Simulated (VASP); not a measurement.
Write the native input for VASP 6.6.1 that does the following.

| Item | Value |
| --- | --- |
| Task | single point |
| Functional | PBE |
| Potentials or basis | VASP PAW PBE potentials, release 64 (Pb_d, S) |
| Cutoff | 520 eV |
| k mesh | 12 × 12 × 4 |
| Occupations | fermi-dirac, width 0.02 eV |
| Spin | no spin polarisation |
| Dipole correction | no |
| Further INCAR settings | ALGO = Normal; EDIFF = 1e-06; NBANDS = 28 |

The structure of PbS lies in POSCAR:

```
PbS
1.0
    2.1471054897     -3.7189560017      0.0000000000
    2.1471054897      3.7189560017      0.0000000000
    0.0000000000      0.0000000000      7.8501376422
Pb S
2 2
Direct
    0.0000068750      0.9999931250      0.4999624811
    0.9999931250      0.0000068750      0.9999624811
    0.6666752838      0.3333247162      0.6792375189
    0.3333247162      0.6666752838      0.1792375189
```

This cell differs from its parent crystal: strain +5.1%.

These files were run (other wordings do the same):

INCAR

```
SYSTEM = PbS
PREC = Accurate
ENCUT = 520
EDIFF = 1E-6
ISMEAR = -1
SIGMA = 0.02
LREAL = .False.
LASPH = .True.
NELM = 80
ALGO = Normal
ISIF = 2
LWAVE = .False.
LCHARG = .False.
GGA = PE
NBANDS = 28
```

KPOINTS

```
Automatic mesh
0
Gamma
  12 12 4
  0 0 0
```

Potentials or basis: VASP PAW PBE potentials, release 64 (Pb_d, S).

Launch:

```console
$ cat potpaw_PBE.64/Pb_d/POTCAR potpaw_PBE.64/S/POTCAR > POTCAR
$ mpirun -np 1 vasp_std > vasp.out
```

It gave:

```json
{
 "Pressure": "-2.2 GPa",
 "Largest force": "0.047 eV/Å",
 "Band gap on the k mesh": "0.90 eV (least direct gap 1.47 eV)"
}
```

Caveat: the cell differs from its parent crystal (strain +5.1%); spin-orbit coupling is left out, which moves the levels of the heavy elements.

It took 3.3 min on 1 thread of Intel(R) Xeon(R) Platinum 8488C (Sapphire Rapids) (shared host), peak memory 0.5 GiB.
